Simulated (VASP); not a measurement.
# TeMo5 in VASP: further runs

The runs below take TeMo5 through single point, with PBE.

All numbers are computed with VASP 6.6.1; they aren't measurements. Logs are shortened: lines on timing, memory, paths and dates and some standing lists are left out, and cuts for length are marked.

### 1 The cell of the first run

Symmetry: Cmmm, No. 65, orthorhombic system. The conventional cell has a = 4.568 Å, b = 9.734 Å, c = 4.444 Å, α = 90.00°, β = 90.00°, γ = 90.00°. Te (site symmetry mmm) has 14 Mo at 2.78 to 3.25 Å within 3.7 Å. Within 3.6 Å of Mo (site symmetry mmm) lie 10 Mo at 2.75 to 3.20 Å and 4 Te at 3.19 Å. Within 3.6 Å of Mo (site symmetry m2m) lie 12 Mo at 2.72 to 3.34 Å and 2 Te at 2.78 Å. Mo (site symmetry m2m) has 11 Mo at 2.72 to 3.24 Å and 3 Te at 2.80 to 3.25 Å within 3.6 Å.

### 2 Single point, PBE, collinear spin, ferromagnetic start

The input, INCAR:

```
PREC = Accurate
ENCUT = 520
EDIFF = 1E-6
ISMEAR = 0
SIGMA = 0.1
LREAL = F
LASPH = T
NELM = 150
ALGO = Normal
ISIF = 2
LWAVE = F
LCHARG = F
ISPIN = 2
MAGMOM = 0 1 1 1 1 1
LORBIT = 11
LMAXMIX = 4
GGA = PE
NBANDS = 51
```

The input, KPOINTS:

```
Automatic mesh
0
Gamma
  4 4 4
```

The input, POSCAR:

```
TeMo5
1.0
    2.2841220270     -4.8672359121      0.0000000000
    2.2841220270      4.8672359121      0.0000000000
    0.0000000000      0.0000000000      4.4441855767
Te Mo
1 5
Direct
    0.5000000000      0.5000000000      0.5000000000
    0.0000000000      0.0000000000      0.0000000000
    0.3283709087      0.6716290913      0.0000000000
    0.6716290913      0.3283709087      0.0000000000
    0.8334816675      0.1665183325      0.5000000000
    0.1665183325      0.8334816675      0.5000000000
```

Potentials or basis: VASP PAW PBE potentials, release 64 (Te, Mo_sv).

Run with:

```console
cat potpaw_PBE.64/Te/POTCAR potpaw_PBE.64/Mo_sv/POTCAR > POTCAR
mpirun -np 1 vasp_std > vasp.out
```

OUTCAR:

```text
PREC = Accurate
   ENCUT = 520
   EDIFF = 1E-6
   ISMEAR = 0
   LREAL = F
   LASPH = T
   NELM = 150
   ISIF = 2
   ISPIN = 2
   LORBIT = 11
   GGA = PE

 ion  position               nearest neighbor table
   1  0.500  0.500  0.500-   3 2.78   4 2.78   3 2.78   4 2.78   6 2.80   5 2.80   6 2.80   5 2.80
                             2 3.19   2 3.19   2 3.19   2 3.19   6 3.25   5 3.25
   2  0.000  0.000  0.000-   5 2.75   6 2.75   5 2.75   6 2.75   4 2.83   3 2.83   4 2.83   3 2.83
                             1 3.19   1 3.19   1 3.19   1 3.19   4 3.20   3 3.20
   3  0.328  0.672  0.000-   6 2.72   6 2.72   4 2.75   4 2.75   1 2.78   1 2.78   2 2.83   2 2.83
                             5 3.19   5 3.19   5 3.19   5 3.19   2 3.20   4 3.34
   4  0.672  0.328  0.000-   5 2.72   5 2.72   3 2.75   3 2.75   1 2.78   1 2.78   2 2.83   2 2.83
                             6 3.19   6 3.19   6 3.19   6 3.19   2 3.20   3 3.34
   5  0.833  0.167  0.500-   4 2.72   4 2.72   2 2.75   2 2.75   1 2.80   1 2.80   6 2.80   6 2.80
                             3 3.19   3 3.19   3 3.19   3 3.19   6 3.24   1 3.25
   6  0.167  0.833  0.500-   3 2.72   3 2.72   2 2.75   2 2.75   1 2.80   1 2.80   5 2.80   5 2.80
                             4 3.19   4 3.19   4 3.19   4 3.19   5 3.24   1 3.25

  LATTYP: Found a base centered orthorhombic cell.
 ALAT       =     4.5682440540
 B/A-ratio  =     2.1309001247
 C/A-ratio  =     0.9728432904

  Lattice vectors:

 A1 = (   2.2841220270,  -4.8672359121,   0.0000000000)
 A2 = (   2.2841220270,   4.8672359121,   0.0000000000)
 A3 = (   0.0000000000,   0.0000000000,   4.4441855767)

Analysis of symmetry for initial positions (statically):
=====================================================================
 Subroutine PRICEL returns:
 Original cell was already a primitive cell.

 Routine SETGRP: Setting up the symmetry group for a
 base centered orthorhombic supercell.

 Subroutine GETGRP returns: Found  8 space group operations
 (whereof  8 operations were pure point group operations)
 out of a pool of  8 trial point group operations.

The static configuration has the point symmetry D_2h.

Analysis of symmetry for dynamics (positions and initial velocities):
=====================================================================
 Subroutine PRICEL returns:
 Original cell was already a primitive cell.

 Routine SETGRP: Setting up the symmetry group for a
 base centered orthorhombic supercell.

 Subroutine GETGRP returns: Found  8 space group operations
 (whereof  8 operations were pure point group operations)
 out of a pool of  8 trial point group operations.

The dynamic configuration has the point symmetry D_2h.

Analysis of structural, dynamic, and magnetic symmetry:
[... 155 lines left out ...]
 Free energy of the ion-electron system (eV)
  ---------------------------------------------------
  ext. energy  EPLUGINS =         0.00000000
  ---------------------------------------------------
  free energy    TOTEN  =       -56.40346782 eV

  energy without entropy =      -56.37932942  energy(sigma->0) =      -56.39139862

 E-fermi :  12.8328     XC(G=0): -13.0109

 val. band max:       12.8311319017   @ k =   0.2500   0.2500   0.5000
 cond. band min:      12.8395626306   @ k =   0.2500   0.2500   0.5000
 fundamental gap:      0.0084307289
 Fermi energy:        12.8328385075

 spin component 1

 k-point     1 :       0.0000    0.0000    0.0000
  band No.  band energies     occupation
      1     -48.4655      1.00000
      2     -48.1956      1.00000
      3     -48.1034      1.00000
      4     -48.0818      1.00000
      5     -48.0145      1.00000
      6     -22.9663      1.00000
[... 1102 lines left out ...]
     49      15.1930      0.00000
     50      16.0491      0.00000
 Fermi energy:        12.8328385075

 spin component 2

 k-point     1 :       0.0000    0.0000    0.0000
  band No.  band energies     occupation
      1     -48.4601      1.00000
      2     -48.1948      1.00000
      3     -48.1036      1.00000
      4     -48.0820      1.00000
      5     -48.0145      1.00000
      6     -22.9628      1.00000
[... 1102 lines left out ...]
     49      15.1948      0.00000
     50      16.0493      0.00000
 [bands above 50 left out]

------------------------ aborting loop because EDIFF is reached ----------------------------------------

  FORCE on cell =-STRESS in cart. coord.  units (eV):
  Direction    XX          YY          ZZ          XY          YZ          ZX
  --------------------------------------------------------------------------------------
  -------------------------------------------------------------------------------------
  Total       -0.3770249      0.8907429      0.3430475      0.0000000      0.0000000      0.0000000
  in kB       -6.1130332     14.4423899      5.5621281      0.0000000      0.0000000      0.0000000
  external PRESSURE =       4.6304950 kB  Pullay stress =       0.0000000 kB

 VOLUME and BASIS-vectors are now :
 -----------------------------------------------------------------------------
  energy-cutoff  :      520.00
  volume of cell :       98.82
      direct lattice vectors                 reciprocal lattice vectors
     2.284122027 -4.867235912  0.000000000     0.218902490 -0.102727710  0.000000000
     2.284122027  4.867235912  0.000000000     0.218902490  0.102727710  0.000000000
     0.000000000  0.000000000  4.444185577     0.000000000  0.000000000  0.225013106

 POSITION                                       TOTAL-FORCE (eV/Angst)
 -----------------------------------------------------------------------------------
      2.28412      0.00000      2.22209         0.000000      0.000000     -0.000000
      0.00000      0.00000      0.00000         0.000000      0.000000     -0.000000
      2.28412      1.67072      0.00000         0.000000      0.090177      0.000000
      2.28412     -1.67072      0.00000         0.000000     -0.090177     -0.000000
      2.28412     -3.24627      2.22209         0.000000     -0.058235     -0.000000
      2.28412      3.24627      2.22209         0.000000      0.058235     -0.000000
 -----------------------------------------------------------------------------------
    total drift:                                0.000000     -0.000000      0.000000

  FREE ENERGIE OF THE ION-ELECTRON SYSTEM (eV)
  ---------------------------------------------------
  free  energy   TOTEN  =       -56.4034678166 eV

  energy  without entropy=      -56.3793294237  energy(sigma->0) =      -56.39139862

 total charge

# of ion       s       p       d       tot
------------------------------------------
    1        1.342   1.881   0.225   3.447
    2        2.350   6.160   3.908  12.418
    3        2.334   6.171   3.979  12.483
    4        2.334   6.171   3.979  12.483
    5        2.330   6.173   3.993  12.496
    6        2.330   6.173   3.993  12.496
--------------------------------------------------
tot         13.018  32.727  20.077  65.823

 magnetization (x)

# of ion       s       p       d       tot
------------------------------------------
    1        0.000   0.000   0.000   0.001
    2        0.000   0.000   0.009   0.009
    3        0.000   0.000   0.000   0.000
    4        0.000   0.000   0.000   0.000
    5        0.000   0.000  -0.000  -0.000
    6        0.000   0.000  -0.000  -0.000
--------------------------------------------------
tot          0.001   0.000   0.008   0.009
```

Run time: 3.2 min. Hardware: 1 thread of Intel Xeon Platinum 8488C (Sapphire Rapids), shared host; peak memory 0.36 GiB.

What came out:

```
Free energy                                           : -56.4035 eV
Pressure                                              : 0.5 GPa
Largest force                                         : 0.090 eV/Å
Band gap on the k mesh                                : zero (filled and empty bands overlap)
Net moment                                            : 0.01 μB per cell
Valence electrons inside the program's atomic spheres : Te 3.45; Mo 12.42, 12.48, 12.50
```

Forces on the atoms (eV/Å):
```
Te   0.000  0.000  0.000
Mo   0.000  0.000  0.000
Mo   0.000  0.090  0.000
Mo   0.000 -0.090  0.000
Mo   0.000 -0.058  0.000
Mo   0.000  0.058  0.000
```

Caveat: the k points lie up to 0.38 Å⁻¹ apart; spin-orbit coupling is left out, which moves the levels of the heavy elements.

### 3 Single point, PBE

The input, INCAR:

```
  PREC = Accurate
  ENCUT = 520
  EDIFF = 1E-7
  ISMEAR = 0
  SIGMA = 0.1
  LREAL = F
  LASPH = T
  NELM = 100
  ALGO = Fast
  ISIF = 2
  LWAVE = F
  LCHARG = F
  GGA = PE
  NBANDS = 47
```

The input, KPOINTS:

```
regular mesh
0
Gamma
  10 10 8
```

The input, POSCAR:

```
TeMo5
1.0
    2.2655647819     -4.8588241581      0.0000000000
    2.2655647819      4.8588241581      0.0000000000
    0.0000000000      0.0000000000      4.4871618877
Te Mo
1 5
Direct
    0.5000000000      0.5000000000      0.5000000000
    0.0000000000      0.0000000000      0.0000000000
    0.3278681557      0.6721318443      0.0000000000
    0.6721318443      0.3278681557      0.0000000000
    0.8330519249      0.1669480751      0.5000000000
    0.1669480751      0.8330519249      0.5000000000
```

Potentials or basis: VASP PAW PBE potentials, release 64 (Te, Mo_sv).

Run with:

```console
cat potpaw_PBE.64/Te/POTCAR potpaw_PBE.64/Mo_sv/POTCAR > POTCAR
mpirun -np 1 vasp_std > vasp.out
```

Run time: 16 min. Hardware: 1 thread of Intel Xeon 6975P-C, shared host; peak memory 0.63 GiB.

Results (log left out):

```yaml
Free_energy: -56.4416 eV
Pressure: 0.3 GPa
Largest_force: 0.010 eV/Å
Band_gap_on_the_k_mesh: zero (band 38 reaches 13.37 eV, above the bottom of band 39 at 12.30 eV)
```

Forces on the atoms (eV/Å):
```
Te   0.000  0.000  0.000
Mo   0.000  0.000  0.000
Mo   0.000 -0.010  0.000
Mo   0.000  0.010  0.000
Mo   0.000 -0.006  0.000
Mo   0.000  0.006  0.000
```

Levels at points of the mesh, in eV from the Fermi level:
```csv
k point,band 34,band 35,band 36,band 37,band 38,band 39,band 40,band 41,band 42,band 43
"(0.00, 0.00, 0.00)",-1.48,-0.94,-0.79,-0.41,-0.35,0.10,0.78,1.15,1.45,1.64
"(0.50, 0.00, 0.00)",-2.16,-1.87,-1.52,-1.11,-0.12,0.09,0.67,1.20,1.49,1.50
"(0.50, 0.50, 0.00)",-1.29,-0.85,-0.84,-0.38,-0.31,0.36,0.71,1.21,1.41,1.60
"(0.00, 0.00, 0.50)",-1.95,-1.92,-1.30,-1.12,-1.05,0.40,0.50,0.91,1.26,1.49
"(0.50, 0.00, 0.50)",-1.86,-1.30,-1.27,-0.57,-0.34,-0.04,0.16,0.22,0.96,1.62
"(0.50, 0.50, 0.50)",-1.97,-1.83,-1.21,-0.93,-0.31,0.87,1.04,1.44,1.72,1.76
```

Caveat: spin-orbit coupling is left out, which moves the levels of the heavy elements.

### 4 Single point, PBE

This run uses another cell than the first one: it holds 12 atoms, not 6.

The input, INCAR:

```
SYSTEM = TeMo5
  PREC = Accurate
  ENCUT = 520
  EDIFF = 1E-6
  ISMEAR = 0
  SIGMA = 0.1
  LREAL = .FALSE.
  LASPH = .TRUE.
  NELM = 80
  ALGO = Fast
  ISIF = 2
  LWAVE = .FALSE.
  LCHARG = .TRUE.
  GGA = PE
  LELF = .TRUE.
  LVHAR = .TRUE.
  NBANDS = 88
```

The input, KPOINTS:

```
regular mesh
0
G
  4 4 2
  0 0 0
```

The input, POSCAR:

```
TeMo5
1.0
    4.5681701290     -0.0098148617     -0.0240640232
    0.0080621065      4.4441501825     -0.0157986772
    0.0540992894      0.0339343853      9.7342623460
Te Mo
2 10
Direct
    0.4162083443      0.9996252362      0.5005279048
    0.9166006634      0.0003534505      0.9995467499
    0.9169351406      0.5017886083      0.4992880700
    0.4175661342      0.4982683975      1.0006382947
    0.4169270325      0.4994504719      0.3288018124
    0.9166043507      0.5005256087      0.8280146597
    0.9167175249      0.5005302039      0.1711876194
    0.4168030136      0.4994661760      0.6719717077
    0.9164562441      0.0005915283      0.3329040150
    0.4164519216      0.9993943191      0.8341339747
    0.4166972571     -0.0005989219      0.1670917192
    0.9160323729      0.0006049217      0.6658934722
```

Run with:

```console
cat potpaw_PBE.64/Te/POTCAR potpaw_PBE.64/Mo_sv/POTCAR > POTCAR
mpirun -np 1 vasp_std > vasp.out
```

Wall time 5.1 min (1 thread of Intel Xeon 6975P-C (Granite Rapids), shared host); peak memory 0.43 GiB.

The run converged. Its results:

```yaml
Free_energy: -112.8514 eV
Pressure: 0.3 GPa
Largest_force: 0.029 eV/Å
Band_gap_on_the_k_mesh: zero (band 76 reaches 13.09 eV, above the bottom of band 77 at 12.72 eV)
```

Forces on the atoms (eV/Å):
```
Te   0.003 -0.004  0.000
Te   0.004  0.004 -0.005
Mo  -0.008  0.005  0.006
Mo  -0.028 -0.005 -0.002
Mo  -0.010 -0.001  0.018
Mo   0.007  0.002  0.024
Mo   0.012  0.001 -0.018
Mo  -0.012 -0.002 -0.023
Mo   0.002 -0.003  0.002
Mo   0.006  0.004 -0.009
Mo   0.001  0.003 -0.001
Mo   0.023 -0.004  0.007
```

Levels at points of the mesh, in eV from the Fermi level:
| k point | band 74 | band 75 | band 76 | band 77 | band 78 | band 79 |
| --- | --- | --- | --- | --- | --- | --- |
| (0.00, 0.00, 0.00) | -0.30 | -0.29 | -0.28 | 0.12 | 0.43 | 0.74 |
| (0.50, 0.00, 0.00) | -0.90 | -0.42 | -0.41 | 0.02 | 0.02 | 0.61 |
| (0.00, 0.50, 0.00) | -0.96 | -0.96 | -0.31 | 0.35 | 0.61 | 0.86 |
| (0.50, 0.50, 0.00) | -0.69 | -0.36 | -0.36 | -0.08 | -0.07 | 0.02 |
| (0.00, 0.00, 0.50) | -0.46 | -0.30 | -0.27 | 0.54 | 0.54 | 0.86 |
| (0.50, 0.00, 0.50) | -1.04 | -0.10 | -0.10 | 0.14 | 0.14 | 0.61 |
| (0.00, 0.50, 0.50) | -0.96 | -0.90 | -0.89 | 0.87 | 0.87 | 0.88 |
| (0.50, 0.50, 0.50) | -0.58 | -0.33 | -0.33 | -0.09 | -0.09 | 0.21 |

Caveat: spin-orbit coupling is left out, which moves the levels of the heavy elements.

### 5 The runs side by side

```csv
spin,cell,k mesh,gap on the mesh (eV),pressure (GPa),largest force (eV/Å)
"collinear, ferromagnetic start","a = 5.377, b = 5.377, c = 4.444 Å, angles 90.0, 90.0, 129.7°, 6 atoms",4 × 4 × 4,none,0.5,0.09
off,"a = 5.361, b = 5.361, c = 4.487 Å, angles 90.0, 90.0, 130.0°, 6 atoms",10 × 10 × 8,none,0.3,0.01
off,"a = 4.568, b = 4.444, c = 9.734 Å, 12 atoms",4 × 4 × 2,none,0.3,0.03
```

Alike in all rows: task single point; level PBE; potentials or basis VASP PAW PBE potentials, release 64 (Te, Mo_sv); cutoff (eV) 520; smearing gaussian 0.1 eV.

Caveats: some runs use coarse meshes; spin-orbit coupling is left out, which moves the levels of the heavy elements.

Total energies depend on the potentials used, so only differences within one code and one set of settings carry meaning.
